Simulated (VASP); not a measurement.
# Si (a cell with a defect) in VASP: notebook

Runs on Si (a cell with a defect). Level: PBEsol. Tasks: single point.

All numbers are computed with VASP 6.6.1; they aren't measurements. Logs are shortened: lines on timing, memory, paths and dates and some standing lists are left out, and cuts for length are marked.

## (1) The cell of the first run

The cell holds a defect, 17 atoms: a = 7.679 Å, b = 7.679 Å, c = 7.679 Å, α = 60.00°, β = 60.00°, γ = 60.00°.

## (2) Single point, PBEsol

INCAR reads:

```
  PREC = Accurate
  ENCUT = 520
  EDIFF = 1E-7
  ISMEAR = -1
  SIGMA = 0.02
  LREAL = Auto
  LASPH = True
  NELM = 80
  ALGO = Normal
  ISIF = 2
  LWAVE = False
  LCHARG = True
  GGA = PS
  LELF = True
  LVHAR = True
  NBANDS = 48
```

KPOINTS reads:

```
Automatic mesh
0
Gamma
  2 2 2
```

POSCAR reads:

```
Si
1.0
    0.0000000000      5.4300000000      5.4300000000
    5.4300000000      0.0000000000      5.4300000000
    5.4300000000      5.4300000000      0.0000000000
Si
17
Direct
   -0.1001749540      0.2339502762     -0.1076151013
    0.1340515654      0.1326151013      0.1603683241
    0.0243001842     -0.0388674033      0.5045948435
    0.1093922652      0.1641436464      0.5959484346
   -0.0395488029      0.5054419890     -0.0682412523
    0.1209484346      0.6237661142      0.0678360958
    0.0440976059      0.5307458564      0.4221454880
    0.1906169429      0.5902117864      0.5765837937
    0.5474401473     -0.0758379374      0.0917311234
    0.6140147330      0.1231123389      0.2095027624
    0.4843001842      0.0073388582      0.5996593002
    0.6731215470      0.0733609576      0.7256813996
    0.5003314917      0.4516758748     -0.0590791897
    0.6083333333      0.5326427256      0.1386648250
    0.5435451197      0.4456813996      0.5066206262
    0.6667034991      0.6545488029      0.5742909761
    0.2477716390      0.9177532228      0.9428176796
```

Potentials or basis: VASP PAW PBE potentials, release 64 (Si).

Launch:

```bash
> cat potpaw_PBE.64/Si/POTCAR > POTCAR
> mpirun -np 1 vasp_std > vasp.out
```

OUTCAR:

```text
PREC = Accurate
   ENCUT = 520
   EDIFF = 1E-7
   ISMEAR = -1
   LREAL = Auto
   LASPH = True
   NELM = 80
   ISIF = 2
   GGA = PS

 ion  position               nearest neighbor table
   1  0.900  0.234  0.892-   4 2.18  10 2.43   5 2.53  13 2.59  17 2.61   2 2.96  14 2.97   7 3.12

   2  0.134  0.133  0.160-   3 2.20  17 2.48   5 2.56   9 2.65   1 2.96
   3  0.024  0.961  0.505-   2 2.20  12 2.34   8 2.35   4 2.43
   4  0.109  0.164  0.596-   1 2.18   7 2.34   3 2.43  11 2.51  17 2.75
   5  0.960  0.505  0.932-  14 2.31   8 2.35   1 2.53   2 2.56   6 2.61
   6  0.121  0.624  0.068-   7 2.27  13 2.40  17 2.46   5 2.61
   7  0.044  0.531  0.422-   6 2.27   8 2.30   4 2.34  16 2.37   1 3.12
   8  0.191  0.590  0.577-  15 2.24   7 2.30   5 2.35   3 2.35
   9  0.547  0.924  0.092-  12 2.31  10 2.46   2 2.65  14 2.66  17 3.07
  10  0.614  0.123  0.210-  13 2.40   1 2.43  11 2.45   9 2.46  14 2.89
  11  0.484  0.007  0.600-  17 2.32  16 2.41  12 2.43  10 2.45   4 2.51
  12  0.673  0.073  0.726-   9 2.31   3 2.34  11 2.43  15 2.45
  13  0.500  0.452  0.941-  10 2.40   6 2.40  16 2.45  14 2.47   1 2.59  17 3.11
  14  0.608  0.533  0.139-   5 2.31  15 2.39  13 2.47   9 2.66  10 2.89   1 2.97
  15  0.544  0.446  0.507-   8 2.24  14 2.39  12 2.45  16 2.56
  16  0.667  0.655  0.574-   7 2.37  11 2.41  13 2.45  15 2.56
  17  0.248  0.918  0.943-  11 2.32   6 2.46   2 2.48   1 2.61   4 2.75   9 3.07  13 3.11

  LATTYP: Found a face centered cubic cell.
 ALAT       =    10.8600000000

  Lattice vectors:

 A1 = (   0.0000000000,   5.4300000000,   5.4300000000)
 A2 = (   5.4300000000,   0.0000000000,   5.4300000000)
 A3 = (   5.4300000000,   5.4300000000,   0.0000000000)

Analysis of symmetry for initial positions (statically):
=====================================================================
 Subroutine PRICEL returns:
 Original cell was already a primitive cell.

 Routine SETGRP: Setting up the symmetry group for a
 face centered cubic supercell.

 Subroutine GETGRP returns: Found  1 space group operations
 (whereof  1 operations were pure point group operations)
 out of a pool of 48 trial point group operations.

The static configuration has the point symmetry C_1 .

Analysis of symmetry for dynamics (positions and initial velocities):
=====================================================================
 Subroutine PRICEL returns:
 Original cell was already a primitive cell.

 Routine SETGRP: Setting up the symmetry group for a
 face centered cubic supercell.

 Subroutine GETGRP returns: Found  1 space group operations
 (whereof  1 operations were pure point group operations)
 out of a pool of 48 trial point group operations.

The dynamic configuration has the point symmetry C_1 .

 Subroutine INISYM returns: Found  1 space group operations
 (whereof  1 operations are pure point group operations),
 and found     1 'primitive' translations

----------------------------------------------------------------------------------------

                                     Primitive cell

  volume of cell :     320.2060

  direct lattice vectors                    reciprocal lattice vectors
     0.000000000  5.430000000  5.430000000    -0.092081031  0.092081031  0.092081031
     5.430000000  0.000000000  5.430000000     0.092081031 -0.092081031  0.092081031
     5.430000000  5.430000000  0.000000000     0.092081031  0.092081031 -0.092081031

  length of vectors
     7.679179644  7.679179644  7.679179644     0.159489025  0.159489025  0.159489025

  position of ions in fractional coordinates (direct lattice)
     0.899825046  0.233950276  0.892384899
     0.134051565  0.132615101  0.160368324
     0.024300184  0.961132597  0.504594844
     0.109392265  0.164143646  0.595948435
     0.960451197  0.505441989  0.931758748
     0.120948435  0.623766114  0.067836096
[... 9 lines left out ...]
     0.666703499  0.654548803  0.574290976
     0.247771639  0.917753223  0.942817680

  ion indices of the primitive-cell ions
   primitive index   ion index
                 1           1
                 2           2
                 3           3
                 4           4
                 5           5
                 6           6
[... 9 lines left out ...]
                16          16
                17          17

----------------------------------------------------------------------------------------

 KPOINTS: Automatic mesh

Automatic generation of k-mesh.
 Grid dimensions read from file:
 generate k-points for:    2    2    2

 Generating k-lattice:

  Cartesian coordinates                     Fractional coordinates (reciprocal lattice)
    -0.046040516  0.046040516  0.046040516     0.500000000  0.000000000  0.000000000
     0.046040516 -0.046040516  0.046040516     0.000000000  0.500000000  0.000000000
     0.046040516  0.046040516 -0.046040516     0.000000000  0.000000000  0.500000000

  Length of vectors
     0.079744512  0.079744512  0.079744512

  Shift w.r.t. Gamma in fractional coordinates (k-lattice)
     0.000000000  0.000000000  0.000000000

 Subroutine IBZKPT returns following result:
 ===========================================

 Found      8 irreducible k-points:

 Following reciprocal coordinates:
            Coordinates               Weight
  0.000000  0.000000  0.000000      1.000000
  0.500000  0.000000  0.000000      1.000000
  0.000000  0.500000  0.000000      1.000000
  0.000000  0.000000  0.500000      1.000000
  0.500000  0.500000  0.500000      1.000000
  0.500000  0.500000  0.000000      1.000000
  0.000000  0.500000  0.500000      1.000000
  0.500000  0.000000  0.500000      1.000000
   k-points           NKPTS =      8   k-points in BZ     NKDIM =      8   number of bands    NBANDS=     48
   number of dos      NEDOS =    301   number of ions     NIONS =     17
   total plane-waves  NPLWV = 216000
   dimension x,y,z NGX =    60 NGY =   60 NGZ =   60
   dimension x,y,z NGXF=   120 NGYF=  120 NGZF=  120
   ions per type =              17
   NGX,Y,Z   is equivalent  to a cutoff of  12.99, 12.99, 12.99 a.u.
   NGXF,Y,Z  is equivalent  to a cutoff of  25.98, 25.98, 25.98 a.u.
 SYSTEM =  unknown system
   PREC   = accura    normal or accurate (medium, high low for compatibility)
   ISTART =      0    job   : 0-new  1-cont  2-samecut
   ICHARG =      2    charge: 1-file 2-atom 10-const
   ISPIN  =      1    spin polarized calculation?
   LNONCOLLINEAR =      F non collinear calculations
   LSORBIT =      F    spin-orbit coupling
   LASPH  =      T    aspherical Exc in radial PAW
   ENCUT  =  520.0 eV  38.22 Ry    6.18 a.u.  14.28 14.28 14.28*2*pi/ulx,y,z
   NELM   =     80;   NELMIN=  2; NELMDL= -5     # of ELM steps
   EDIFF  = 0.1E-06   stopping-criterion for ELM
   LREAL  =      T    real-space projection
   EDIFFG = 0.1E-05   stopping-criterion for IOM
   NSW    =      0    number of steps for IOM
   IBRION =     -1    ionic relax: 0-MD 1-quasi-New 2-CG
   NFREE  =      0    steps in history (QN), initial steepest desc. (CG)
   ISIF   =      2    stress and relaxation
   ISYM   =      2    0-nonsym 1-usesym 2-fastsym
   POTIM  = 0.5000    time-step for ionic-motion
   TEBEG  =    0.0;   TEEND  =   0.0 temperature during run
   PSTRESS=    0.0 pullay stress
   NELECT =      68.0000    total number of electrons
   NUPDOWN=      -1.0000    fix difference up-down
   EMIN   =  10.00;   EMAX   =-10.00  energy-range for DOS
   EFERMI =   0.00;   METHOD = LEGACY
   ISMEAR =    -1;   SIGMA  =   0.02  broadening in eV -4-tet -1-fermi 0-gaus
   EFERMI_NEDOS =   21; number of points for ismear=-14 and -15
   IALGO  =     38    algorithm
   IMIX   =      4    mixing-type and parameters
     AMIX     =   0.40;   BMIX     =  1.00
     AMIX_MAG =   1.60;   BMIX_MAG =  1.00
  volume/ion in A,a.u.               =      18.84       127.11
  Fermi-wavevector in a.u.,A,eV,Ry     =   0.976715  1.845724 12.979587  0.953973
  Thomas-Fermi vector in A             =   2.107356
   LORBIT       =      0    0 simple, 1 ext, 2 COOP (PROOUT), +10 PAW based schemes
   GGA     = PS    functional components
   LHFCALC =     F    Hartree Fock is set to
   AEXX    =    0.0000 exact exchange contribution
   IVDW    =     0    specifies the selected vdW correction
   LEPSILON=     F    determine dielectric tensor
   LRPA    =     F    only Hartree local field effects (RPA)
 non-spin polarized calculation
  energy-cutoff  :      520.00
  volume of cell :      320.21
 maximum number of plane-waves:      8646
 NGX is ok and might be reduce to    60
   NGX = 29   NGY = 29   NGZ = 29

 number of electron      68.0000000 magnetization

 Free energy of the ion-electron system (eV)
  ---------------------------------------------------
  ext. energy  EPLUGINS =         0.00000000
  ---------------------------------------------------
  free energy    TOTEN  =       -90.77637346 eV

  energy without entropy =      -90.76634517  energy(sigma->0) =      -90.77135931

 E-fermi :   6.5230     XC(G=0):  -9.9135

 val. band max:        6.4955169941   @ k =   0.5000   0.5000   0.5000
 cond. band min:       6.5530552516   @ k =   0.0000   0.0000   0.0000
 fundamental gap:      0.0575382575
 Fermi energy:         6.5229583347

 k-point     1 :       0.0000    0.0000    0.0000
  band No.  band energies     occupation
      1      -6.0940      2.00000
      2      -3.6813      2.00000
      3      -3.5789      2.00000
      4      -3.4516      2.00000
      5      -3.1561      2.00000
      6      -2.6322      2.00000
[... 38 lines left out ...]
     45       8.4840      0.00000
     46       8.7193      0.00000

 k-point     2 :       0.5000    0.0000    0.0000
  band No.  band energies     occupation
      1      -5.3864      2.00000
      2      -5.1913      2.00000
      3      -3.7635      2.00000
      4      -3.3031      2.00000
      5      -3.1463      2.00000
      6      -2.8689      2.00000
[... 286 lines left out ...]
 k-point     8 :       0.5000    0.0000    0.5000
  band No.  band energies     occupation
      1      -5.3112      2.00000
      2      -4.8037      2.00000
      3      -4.0379      2.00000
      4      -3.9474      2.00000
      5      -3.6070      2.00000
      6      -3.5125      2.00000
[... 38 lines left out ...]
     45       9.9074      0.00000
     46      10.0302      0.00000
 [bands above 46 left out]

------------------------ aborting loop because EDIFF is reached ----------------------------------------

  FORCE on cell =-STRESS in cart. coord.  units (eV):
  Direction    XX          YY          ZZ          XY          YZ          ZX
  --------------------------------------------------------------------------------------
  -------------------------------------------------------------------------------------
  Total       -0.5576582     -4.3691796      0.0124804     -0.1160614     -2.1894271     -7.1378107
  in kB       -2.7902892    -21.8615524      0.0624469     -0.5807228    -10.9549802    -35.7146277
  external PRESSURE =      -8.1964649 kB  Pullay stress =       0.0000000 kB

 VOLUME and BASIS-vectors are now :
 -----------------------------------------------------------------------------
  energy-cutoff  :      520.00
  volume of cell :      320.21
      direct lattice vectors                 reciprocal lattice vectors
     0.000000000  5.430000000  5.430000000    -0.092081031  0.092081031  0.092081031
     5.430000000  0.000000000  5.430000000     0.092081031 -0.092081031  0.092081031
     5.430000000  5.430000000  0.000000000     0.092081031  0.092081031 -0.092081031

 POSITION                                       TOTAL-FORCE (eV/Angst)
 -----------------------------------------------------------------------------------
      6.11600      9.73170      6.15640         1.946283      1.046145     -1.130954
      1.59090      1.59870      1.44800        -1.612596     -1.159363      1.819718
      7.95890      2.87190      5.35090         0.947248      1.116055     -0.317472
      4.12730      3.83000      1.48530        -2.422925      0.041112      0.105147
      7.80400     10.27470      7.95980        -0.136636      1.666308     -0.182218
      3.75540      1.02510      4.04380        -0.700357     -1.171332      0.784608
[... 9 lines left out ...]
      6.67260      6.73860      7.17440        -0.214607     -0.359351     -0.987582
     10.10290      6.46490      6.32880         0.552418      0.069514     -1.271447
 -----------------------------------------------------------------------------------
    total drift:                               -0.000360     -0.003459      0.002554

  FREE ENERGIE OF THE ION-ELECTRON SYSTEM (eV)
  ---------------------------------------------------
  free  energy   TOTEN  =       -90.7763734613 eV

  energy  without entropy=      -90.7663451687  energy(sigma->0) =      -90.77135931
```

Run time: 2.5 min. Hardware: 1 thread of Intel Xeon Platinum 8488C (Sapphire Rapids), shared host; peak memory 0.46 GiB.

What came out:

```
Free energy            : -90.7764 eV
Pressure               : -0.8 GPa
Largest force          : 2.694 eV/Å
Band gap on the k mesh : zero (band 34 reaches 6.70 eV, above the bottom of band 35 at 6.47 eV)
```

Forces on the atoms (eV/Å):
```
Si   1.946  1.046 -1.131
Si  -1.613 -1.159  1.820
Si   0.947  1.116 -0.317
Si  -2.423  0.041  0.105
Si  -0.137  1.666 -0.182
Si  -0.700 -1.171  0.785
Si   0.179 -0.067 -0.395
Si   1.015 -0.680 -0.387
Si   0.920 -0.033 -0.847
Si  -0.840 -0.359  0.259
Si  -0.825  0.057  0.343
Si  -0.269 -1.201  0.531
Si   0.653  0.374  0.042
Si   0.900 -0.617  0.429
Si  -0.093  1.279  1.205
Si  -0.215 -0.359 -0.988
Si   0.552  0.070 -1.271
```

Stress tensor (GPa, compression positive):
```
-0.28 -0.06 -3.57
-0.06 -2.19 -1.10
-3.57 -1.10  0.01
```

Caveat: the k points lie up to 0.50 Å⁻¹ apart; the PAW data sets were made with another functional, which shifts forces and pressure a little.

## (3) Single point, PBEsol

INCAR reads:

```
SYSTEM = Si
PREC = Accurate
ENCUT = 520
EDIFF = 1E-7
ISMEAR = -1
SIGMA = 0.02
LREAL = Auto
LASPH = .True.
NELM = 100
ALGO = Normal
ISIF = 2
LWAVE = .False.
LCHARG = .False.
GGA = PS
NBANDS = 48
```

KPOINTS reads:

```
Automatic mesh
0
Gamma
  2 2 2
  0 0 0
```

POSCAR reads:

```
Si
1.0
    0.0000000000      5.4300000000      5.4300000000
    5.4300000000      0.0000000000      5.4300000000
    5.4300000000      5.4300000000      0.0000000000
Si
17
Direct
   -0.2934254144     -0.0079373849      0.1156537753
    0.2719521179      0.0617127072      0.0241436464
   -0.0992633517     -0.0887292818      0.3470349908
    0.0114732965      0.1767587477      0.6178637201
    0.2358747698      0.4126335175     -0.0602394107
    0.2761233886      0.6127348066      0.0776887661
    0.0628084715      0.4862523020      0.5129742173
    0.1942725599      0.6346593002      0.6317311234
    0.6266758748     -0.0649263352     -0.1584254144
    0.3445856354     -0.0577348066      0.3706813996
    0.3763075506      0.0995303867      0.6131583794
    0.7221546961      0.2243093923      0.4971270718
    0.5269705341      0.4094751381      0.2355524862
    0.8820902394      0.6310036832      0.0763812155
    0.5466482505      0.6102762431      0.3420441989
    0.6095303867      0.7409300184      0.7128637201
    0.0744751381      0.9913075506      0.9253038674
```

Potentials or basis: VASP PAW PBE potentials, release 64 (Si).

Launch:

```bash
> cat potpaw_PBE.64/Si/POTCAR > POTCAR
> mpirun -np 1 vasp_std > vasp.out
```

Wall time 2.8 min (1 thread of Intel Xeon Platinum 8488C (Sapphire Rapids), shared host); peak memory 0.46 GiB.

Results (log left out):

```
Free energy            : -87.8101 eV
Pressure               : -0.8 GPa
Largest force          : 2.694 eV/Å
Band gap on the k mesh : zero (band 34 reaches 6.63 eV, above the bottom of band 35 at 6.51 eV)
```

Forces in eV/Å, atoms in the order of the input:
```
Si   0.352  0.255 -0.192
Si   1.268  0.612 -0.573
Si   0.462  0.172 -0.314
Si  -1.330 -1.978 -0.443
Si   0.962  1.428 -0.297
Si  -0.182 -1.405 -0.362
Si   0.652 -0.378  1.833
Si  -0.427 -2.145  0.246
Si   0.263  1.082  1.577
Si   1.071 -0.598  0.311
Si  -0.571 -0.487  1.015
Si  -0.174  0.922 -0.103
Si  -1.793  0.344 -1.981
Si   0.489 -0.628  0.171
Si   0.302  1.714  0.666
Si  -1.594 -0.608 -0.593
Si   0.249  1.697 -0.958
```

Stress tensor (GPa, compression positive):
```
-1.65  0.57  0.98
 0.57  0.08  0.74
 0.98  0.74 -0.76
```

Levels at points of the mesh, in eV from the Fermi level:
```csv
k point,band 32,band 33,band 34,band 35,band 36,band 37
"(0.00, 0.00, 0.00)",-0.58,-0.20,-0.11,0.10,0.17,0.27
"(0.50, 0.00, 0.00)",-0.75,-0.46,-0.23,-0.08,0.29,0.66
"(0.00, 0.50, 0.00)",-0.63,-0.26,0.00,0.07,0.23,0.67
"(0.00, 0.00, 0.50)",-0.59,-0.34,-0.17,0.24,0.65,0.76
"(0.50, 0.50, 0.50)",-0.81,-0.42,-0.12,0.01,0.59,0.75
"(0.50, 0.50, 0.00)",-0.80,-0.55,-0.31,0.10,0.35,0.81
"(0.00, 0.50, 0.50)",-0.90,-0.68,0.05,0.24,0.34,0.48
"(0.50, 0.00, 0.50)",-0.81,-0.58,-0.11,0.08,0.28,0.65
```

Caveat: the k points lie up to 0.50 Å⁻¹ apart; the PAW data sets were made with another functional, which shifts forces and pressure a little.

[end of part 1 of 2]
